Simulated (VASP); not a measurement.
Wanted: the native input for a VASP 6.6.1 run.

| Quantity | Value |
| --- | --- |
| Task | single point |
| Functional | PBE |
| Potentials or basis | VASP PAW PBE potentials, release 64 (Sn_d, Ge_d) |
| Cutoff | 520 eV |
| k mesh | 3 × 3 × 4 |
| Occupations | gaussian, width 0.1 eV |
| Spin | no spin polarisation |
| Dipole correction | no |
| Further INCAR settings | ALGO = Normal; EDIFF = 1e-07; NBANDS = 51 |

The structure of SnGe5 lies in POSCAR:

```
SnGe5
1.0
    7.6909608899      0.0000000000      0.0000000000
   -3.8454804450      6.6605675102      0.0000000000
    0.0000000000      0.0000000000      3.0578620549
Sn Ge
1 5
Direct
    0.0000000000      0.0000000000      0.0000000000
    0.6418039882      0.0000000000      0.0000000000
    0.0000000000      0.6418039882      0.0000000000
    0.3581960118      0.3581960118      0.0000000000
    0.3333333333      0.6666666667      0.0000000000
    0.6666666667      0.3333333333      0.0000000000
```

The cell was built from a structure type or drawn by symmetry, and may not be a known phase.

The input as run:

INCAR

```
ALGO     = Normal         # electronic algorithm
EDIFF    = 1E-7           # SCF threshold, eV
ENCUT    = 520            # plane-wave cutoff, eV
GGA      = PE             # functional
ISIF     = 2              # what is computed and relaxed
ISMEAR   = 0              # smearing method
LASPH    = True           # aspherical terms in the spheres
LCHARG   = False          # write CHGCAR
LREAL    = False          # projectors in reciprocal space
LWAVE    = False          # write WAVECAR
NBANDS   = 51             # bands
NELM     = 80             # most SCF steps
PREC     = Accurate       # precision mode
SIGMA    = 0.1            # smearing width, eV
```

KPOINTS

```
k-points
0
Gamma
  3 3 4
```

Potentials or basis: VASP PAW PBE potentials, release 64 (Sn_d, Ge_d).

Command:

```console
$ cat potpaw_PBE.64/Sn_d/POTCAR potpaw_PBE.64/Ge_d/POTCAR > POTCAR
$ mpirun -np 1 vasp_std > vasp.out
```

It gave:

```
Pressure               : -0.1 GPa
Largest force          : 0.026 eV/Å
Band gap on the k mesh : zero (bands 42 and 43 overlap by 3.14 eV)
```

Caveat: the k points lie up to 0.51 Å⁻¹ apart, too coarse for converged energies and pressures of a metal; spin-orbit coupling is left out, which moves the levels of the heavy elements.

It took 85 s on 1 thread of Intel(R) Xeon(R) Platinum 8259CL CPU @ 2.50GHz (Skylake/Cascade Lake) (shared host), peak memory 0.29 GiB.
